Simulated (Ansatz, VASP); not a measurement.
One calculation of Hf2SeS3, two programs

INCAR

```
  PREC = Accurate
  ENCUT = 600
  EDIFF = 1E-6
  ISMEAR = 0
  SIGMA = 0.1
  LREAL = False
  LASPH = True
  NELM = 80
  ALGO = Normal
  ISIF = 3
  LWAVE = False
  LCHARG = False
  GGA = PE
  IBRION = 2
  NSW = 90
  EDIFFG = -0.04
```

File KPOINTS:

```
Automatic mesh
0
Gamma
  3 3 6
```

The input POSCAR:

```
Hf2SeS3
1.0
    8.1821827899      0.0000000000      0.0000000000
   -4.0910913949      7.0859781544      0.0000000000
    0.0000000000      0.0000000000      3.4372461580
Hf Se S
2 1 3
Direct
    0.3333333333      0.6666666667      0.5000000000
    0.6666666667      0.3333333333      0.5000000000
    0.0000000000      0.0000000000      0.0000000000
    0.5000000000      0.0000000000      0.5000000000
    0.0000000000      0.5000000000      0.5000000000
    0.5000000000      0.5000000000      0.5000000000
```

Input for Ansatz:

```yaml
crystal:
  lattice:
    - [8.1821827899, 0.0, 0.0]
    - [-4.0910913949, 7.0859781544, 0.0]
    - [0.0, 0.0, 3.437246158]
  atoms:
    - { symbol: Hf, position: [0.3333333333, 0.6666666667, 0.5] }
    - { symbol: Hf, position: [0.6666666667, 0.3333333333, 0.5] }
    - { symbol: Se, position: [0.0, 0.0, 0.0] }
    - { symbol: S, position: [0.5, 0.0, 0.5] }
    - { symbol: S, position: [0.0, 0.5, 0.5] }
    - { symbol: S, position: [0.5, 0.5, 0.5] }
basis:
  ecutwfc: 420
kpoints:
  mp_grid: { grid: [3, 3, 6] }
hamiltonian:
  xc: pbe
scf:
  occupations: { method: gaussian, width: 0.1 }
  lower_state_search: "off"
output:
  forces: true
  stress: true
  eigenvalues: true
relax:
  adjacent_minimum: "off"
  f_tol: 0.04
  max_steps: 70
  cell: { stress_tol: 0.4 }
```

Alike in both runs: task relaxation of cell and atoms; functional PBE; k mesh 3 × 3 × 6; occupations gaussian, width 0.1 eV; no spin polarisation.

|  | VASP | Ansatz |
| --- | --- | --- |
| version | VASP 6.6.1 | Ansatz 0.2.0 |
| potentials or method | VASP PAW PBE potentials, release 64 (Hf_pv, Se, S), cutoff 600 eV | scalar-relativistic, plane waves, PAW |
| valence electrons in the cell | 44 | 86 |

Ansatz gave:

* gap on the k mesh at the Fermi level, each at its own relaxed structure (eV): none
* relaxed volume (Å³/atom): 32.79
* relaxed length of the cell vector where the two differ most in proportion (Å): 8.208

Question: What did VASP give for the same quantities?

Answer: gap on the k mesh at the Fermi level, each at its own relaxed structure (eV): none; relaxed volume (Å³/atom): 32.61; relaxed length of the cell vector where the two differ most in proportion (Å): 8.193.

A gap of «none» marks a metal or a gap that the smearing closes. VASP's potentials hold 44 valence electrons a cell and Ansatz's 86, so a difference there can come from the potentials and not from the codes.

Neither program's run includes spin-orbit coupling.
